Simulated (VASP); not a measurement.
Crystal: BAs.

```
CELL_PARAMETERS angstrom
0.00000 2.39187 2.42775
2.39187 0.00000 2.42775
2.39187 2.39187 0.00000
ATOMIC_POSITIONS crystal
B 0.00000 0.00000 0.00000
As 0.25000 0.25000 0.25000
```

This cell differs from its parent crystal: uniaxial z strain +1.5%.

Base run:

| Quantity | Value |
| --- | --- |
| Program | VASP 6.6.1 |
| Functional | PBE |
| Potentials or basis | VASP PAW PBE potentials, release 64 (B, As) |
| Cutoff | 500 eV |
| k mesh | 6 × 6 × 6 |
| Occupations | gaussian, width 0.01 eV |
| Spin | no spin polarisation |

Its results: band gap on the k mesh 1.18 eV, indirect (least direct gap 3.17 eV); pressure 0.8 GPa.

The run is repeated on the same cell with these changes: functional from PBE to r2SCAN; cutoff from 500 eV to 550 eV; k mesh from 6 × 6 × 6 to 10 × 10 × 10. What comes out?

Band gap on the k mesh 1.27 eV, indirect (least direct gap 3.34 eV); pressure -1.8 GPa.

Several settings changed at once, so the effect can't be laid on one alone.

Caveats: the PAW data sets were made with another functional, which shifts forces and pressure a little (some runs).

A k mesh can miss the band edges.
